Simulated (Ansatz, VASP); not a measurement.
**One calculation of Y, two programs**

```
Y
1.0
     0.00000    2.40636    2.40636
     2.40636    0.00000    2.40636
     2.40636    2.40636    0.00000
Y
1
Direct
  0.00000 0.00000 0.00000
```

Change from the starting cell: volume scaled by 0.9, LAPW.

Alike in both runs: task single point; functional PBEsol; k mesh 13 × 13 × 13; occupations fermi-dirac, width 0.1 eV; no spin polarisation.

|  | VASP | Ansatz |
| --- | --- | --- |
| version | VASP 6.6.1 | Ansatz 0.2.0 |
| potentials or method | VASP PAW PBE potentials, release 64 (Y_sv), cutoff 520 eV | all-electron LAPW, scalar-relativistic |

```tsv
	VASP	Ansatz	Ansatz less VASP
pressure (GPa)	4.9	5.1	+0.19
```

VASP's potentials were made for PBE, not for PBEsol. Ansatz ran all-electron here, and VASP with PAW potentials.
